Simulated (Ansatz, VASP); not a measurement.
Two plane-wave programs on B15As8

Contents of INCAR:

```
ALGO     = Normal         # electronic algorithm
EDIFF    = 1E-7           # SCF threshold, eV
ENCUT    = 520            # plane-wave cutoff, eV
GGA      = PE             # functional
ISIF     = 2              # what is computed and relaxed
ISMEAR   = -1             # smearing method
LASPH    = T              # aspherical terms in the spheres
LCHARG   = F              # write CHGCAR
LREAL    = Auto         
LWAVE    = F              # write WAVECAR
NBANDS   = 60             # bands
NELM     = 100            # most SCF steps
PREC     = Accurate       # precision mode
SIGMA    = 0.3447         # smearing width, eV
```

Contents of KPOINTS:

```
k-points
0
Gamma
  4 4 3
```

File POSCAR:

```
B15As8
1.0
    6.7523970000     -0.0821590000     -0.0565340000
   -0.0821590000      6.5439730000      0.0455560000
   -0.0565340000      0.0455560000      7.1307640000
As B
8 15
Direct
    0.7233750840      0.9089200478      0.7447564182
    0.3430606642      0.6941035998      0.2950910870
    0.5727327934      0.2025020945      0.9790947039
    0.0060175262      0.7455229073      0.4616639739
    0.0916779220      0.2588429728      0.7549752949
    0.2213062875      0.1024040382      0.2448511643
    0.4119768329      0.2141742470      0.5905455360
    0.6961749913      0.5448689256      0.5430971717
    0.5532685400      0.6414534793      0.8114880393
    0.7946074512      0.3057250041      0.2353476575
    0.5211206081      0.9095785489      0.1734007621
    0.7381418161      0.7930845209      0.2721695581
    0.9835574790      0.9272232784      0.0929332804
    0.9602605970      0.4869526822      0.9630666886
    0.7200691362      0.5897089251      0.1187503873
    0.3582796579      0.4249320317      0.1963272048
    0.8108701413      0.5895292387      0.8080181947
    0.5889001871      0.3906899072      0.2068580620
    0.2116888746      0.4977436354      0.9269251086
    0.8806872709      0.1094091185      0.0840120728
    0.1276391769      0.7108405657      0.0829476177
    0.2052889491      0.3539264476      0.3606544402
    0.9753776412      0.3499804681      0.4093451512
```

Input for Ansatz:

```yaml
crystal:
  lattice:
    - [6.752397, -0.082159, -0.056534]
    - [-0.082159, 6.543973, 0.045556]
    - [-0.056534, 0.045556, 7.130764]
  atoms:
    - { symbol: As, position: [0.723375084, 0.9089200478, 0.7447564182] }
    - { symbol: As, position: [0.3430606642, 0.6941035998, 0.295091087] }
    - { symbol: As, position: [0.5727327934, 0.2025020945, 0.9790947039] }
    - { symbol: As, position: [0.0060175262, 0.7455229073, 0.4616639739] }
    - { symbol: As, position: [0.091677922, 0.2588429728, 0.7549752949] }
    - { symbol: As, position: [0.2213062875, 0.1024040382, 0.2448511643] }
    - { symbol: As, position: [0.4119768329, 0.214174247, 0.590545536] }
    - { symbol: As, position: [0.6961749913, 0.5448689256, 0.5430971717] }
    - { symbol: B, position: [0.55326854, 0.6414534793, 0.8114880393] }
    - { symbol: B, position: [0.7946074512, 0.3057250041, 0.2353476575] }
    - { symbol: B, position: [0.5211206081, 0.9095785489, 0.1734007621] }
    - { symbol: B, position: [0.7381418161, 0.7930845209, 0.2721695581] }
    - { symbol: B, position: [0.983557479, 0.9272232784, 0.0929332804] }
    - { symbol: B, position: [0.960260597, 0.4869526822, 0.9630666886] }
    - { symbol: B, position: [0.7200691362, 0.5897089251, 0.1187503873] }
    - { symbol: B, position: [0.3582796579, 0.4249320317, 0.1963272048] }
    - { symbol: B, position: [0.8108701413, 0.5895292387, 0.8080181947] }
    - { symbol: B, position: [0.5889001871, 0.3906899072, 0.206858062] }
    - { symbol: B, position: [0.2116888746, 0.4977436354, 0.9269251086] }
    - { symbol: B, position: [0.8806872709, 0.1094091185, 0.0840120728] }
    - { symbol: B, position: [0.1276391769, 0.7108405657, 0.0829476177] }
    - { symbol: B, position: [0.2052889491, 0.3539264476, 0.3606544402] }
    - { symbol: B, position: [0.9753776412, 0.3499804681, 0.4093451512] }
basis:
  ecutwfc: 420
kpoints:
  mp_grid: { grid: [4, 4, 3] }
hamiltonian:
  xc: pbe
scf:
  occupations: { method: fermi_dirac, width: 0.3447 }
output:
  forces: true
  stress: true
  eigenvalues: true
  populations: true
  write_density: true
  write_potential: true
  elf: true
  volumetric_format: npy
```

Alike in both runs: task single point; functional PBE; k mesh 4 × 4 × 3; occupations fermi-dirac, width 0.3447 eV; no spin polarisation.

|  | VASP | Ansatz |
| --- | --- | --- |
| version | VASP 6.6.1 | Ansatz 0.2.0 |
| potentials or method | VASP PAW PBE potentials, release 64 (As, B), cutoff 520 eV | scalar-relativistic, plane waves, PAW |
| valence electrons in the cell | 85 | 165 |

Ansatz gave:

* gap on the k mesh at the Fermi level (eV): none
* rms of the force components (eV/Å): 1.793

**Question.** What did VASP give for the same quantities?

**Answer.** gap on the k mesh at the Fermi level (eV): none; rms of the force components (eV/Å): 1.808.

Atom by atom the forces differ by 0.031 eV/Å (rms over components). A gap of «none» marks a metal or a gap that the smearing closes. VASP's potentials hold 85 valence electrons a cell and Ansatz's 165, so a difference there can come from the potentials and not from the codes.
